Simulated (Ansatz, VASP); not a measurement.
One calculation of AlPd4, two programs

File INCAR:

```
SYSTEM = AlPd4
PREC = Accurate
ENCUT = 520
EDIFF = 1E-6
ISMEAR = 0
SIGMA = 0.1
LREAL = .FALSE.
LASPH = .TRUE.
NELM = 80
ALGO = Fast
ISIF = 2
LWAVE = .FALSE.
LCHARG = .FALSE.
GGA = PE
NBANDS = 30
```

File KPOINTS:

```
Automatic mesh
0
G
  18 18 4
  0 0 0
```

Contents of POSCAR:

```
AlPd4
1.0
    2.8483029805      0.0000000000      0.0000000000
   -1.4241514902      2.4667027388      0.0000000000
    0.0000000000      0.0000000000     10.8019634326
Al Pd
1 4
Direct
    0.0000000000      0.0000000000      0.0000000000
    0.3333333333      0.6666666667      0.8212223354
    0.3333333333      0.6666666667      0.3941498756
    0.6666666667      0.3333333333      0.1787776646
    0.6666666667      0.3333333333      0.6058501244
```

Input for Ansatz:

```yaml
crystal:
  lattice:
    - [2.8483029805, 0.0, 0.0]
    - [-1.4241514902, 2.4667027388, 0.0]
    - [0.0, 0.0, 10.8019634326]
  atoms:
    - { symbol: Al, position: [0.0, 0.0, 0.0] }
    - { symbol: Pd, position: [0.3333333333, 0.6666666667, 0.8212223354] }
    - { symbol: Pd, position: [0.3333333333, 0.6666666667, 0.3941498756] }
    - { symbol: Pd, position: [0.6666666667, 0.3333333333, 0.1787776646] }
    - { symbol: Pd, position: [0.6666666667, 0.3333333333, 0.6058501244] }
basis:
  ecutwfc: 420
kpoints:
  mp_grid: { grid: [18, 18, 4] }
  band_path:
    path:
      - [[0.0, 0.0, 0.0], [0.5, 0.0, 0.0], [0.33333333, 0.33333333, 0.0], [0.0, 0.0, 0.0], [0.0, 0.0, 0.5], [0.5, 0.0, 0.5], [0.33333333, 0.33333333, 0.5], [0.0, 0.0, 0.5]]
      - [[0.5, 0.0, 0.5], [0.5, 0.0, 0.0]]
      - [[0.33333333, 0.33333333, 0.5], [0.33333333, 0.33333333, 0.0]]
    npoints: 14
hamiltonian:
  xc: pbe
scf:
  occupations: { method: gaussian, width: 0.1 }
  n_extra_bands: 12
output:
  forces: true
  stress: true
  eigenvalues: true
  populations: true
  dos: { projected: true, de: 0.02, nscf_kmesh: { grid: [22, 22, 5] } }
  bader: true
  write_density: true
  write_potential: true
  elf: true
  volumetric_format: npy
```

Alike in both runs: task single point; functional PBE; k mesh 18 × 18 × 4; occupations gaussian, width 0.1 eV; no spin polarisation.

|  | VASP | Ansatz |
| --- | --- | --- |
| version | VASP 6.6.1 | Ansatz 0.2.0 |
| potentials or method | VASP PAW PBE potentials, release 64 (Al, Pd), cutoff 520 eV | scalar-relativistic, plane waves, PAW |
| valence electrons in the cell | 43 | 75 |

```csv
,VASP,Ansatz,Ansatz less VASP
gap on the k mesh at the Fermi level (eV),none,none,-
pressure (GPa),-0.1,0.0,+0.07
"traceless stress, the component that is largest in VASP (GPa)",0.09,0.01,-0.078
rms of the force components (eV/Å),0.009,0.001,-0.0085
```

Atom by atom the forces differ by 0.009 eV/Å (rms over components). A gap of «none» marks a metal or a gap that the smearing closes. VASP's potentials hold 43 valence electrons a cell and Ansatz's 75, so a difference there can come from the potentials and not from the codes.
